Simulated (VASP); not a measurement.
Wanted: the native input for a VASP 6.6.1 run.

```
Task                   : single point
Functional             : revPBE
Potentials or basis    : VASP PAW PBE potentials, release 64 (Pb_d)
Cutoff                 : 520 eV
k mesh                 : 9 × 9 × 9
Occupations            : fermi-dirac, width 0.1 eV
Spin                   : no spin polarisation
Dipole correction      : no
Further INCAR settings : ALGO = Normal; EDIFF = 1e-06; NBANDS = 21
```

The structure of Pb lies in POSCAR:

```
Pb
1.0
    0.0000000000      3.7071867175      3.7071867175
    3.7071867175      0.0000000000      3.7071867175
    3.7071867175      3.7071867175      0.0000000000
Pb
2
Direct
    0.1250000000      0.1250000000      0.1250000000
    0.8750000000      0.8750000000      0.8750000000
```

This cell differs from its parent crystal: volume scaled by 1.12.

The input as run:

INCAR

```
SYSTEM = Pb
PREC = Accurate ; ENCUT = 520
EDIFF = 1E-6 ; ISMEAR = -1
SIGMA = 0.1 ; LREAL = .FALSE.
LASPH = .TRUE. ; NELM = 60
ALGO = Normal ; ISIF = 2
LWAVE = .FALSE. ; LCHARG = .TRUE.
GGA = RE ; LELF = .TRUE.
LVHAR = .TRUE. ; NBANDS = 21
```

KPOINTS

```
regular mesh
0
G
  9 9 9
  0 0 0
```

Potentials or basis: VASP PAW PBE potentials, release 64 (Pb_d).

Run with:

```bash
$ cat potpaw_PBE.64/Pb_d/POTCAR > POTCAR
$ mpirun -np 1 vasp_std > vasp.out
```

It gave:

* Pressure: -2.0 GPa
* Band gap on the k mesh: zero (band 14 reaches 2.97 eV, above the bottom of band 15 at 2.15 eV)

Caveat: the PAW data sets were made with another functional, which shifts forces and pressure a little; spin-orbit coupling is left out, which moves the levels of the heavy elements.

Run time: 36 s on 1 thread of Intel(R) Xeon(R) 6975P-C (Granite Rapids), with other jobs on the host, peak memory 0.26 GiB.
